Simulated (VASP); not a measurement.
Runs of VASP 6.6.1 on BN. Symmetry: F-43m, No. 216, cubic system. Conventional cell: a = 3.610 Å, b = 3.610 Å, c = 3.610 Å, α = 90.00°, β = 90.00°, γ = 90.00°. B (site symmetry -43m) has 4 N at 1.56 Å within 2.1 Å. N (site symmetry -43m) has 4 B at 1.56 Å within 2.1 Å. 

```csv
task,level,potentials or basis,k mesh,cutoff (eV),grid for exact exchange (PRECFOCK),GW scheme,GW iterations,cutoff of the response function,frequency points,gap on the mesh (eV),pressure (GPa)
single point,r2SCAN,"VASP PAW PBE potentials, release 64 (B, N)",8 × 8 × 8,520,-,-,-,-,-,4.98,(a)
single point,PBE0,"VASP PAW PBE potentials, release 64 (B, N)",8 × 8 × 8,520,Normal,-,-,-,-,6.55,-3.9
single point,PBE,"VASP PAW PBE potentials, release 64 (B, N)",8 × 8 × 8,520,-,-,-,-,-,4.46,5.0
single point,PBE,"VASP PAW PBE potentials, release 64 (B, N)",12 × 12 × 12,520,-,-,-,-,-,4.46,5.0
```

Alike in all rows: no spin polarisation; cell a = 2.552 Å, angles 60.0°, 2 atoms; smearing gaussian 0.01 eV.

Task: Estimate the missing entries.

Result: (a) 1.1.

Caveats: the PAW data sets were made with another functional, which shifts forces and pressure a little (some runs).

A k mesh can miss the band edges.
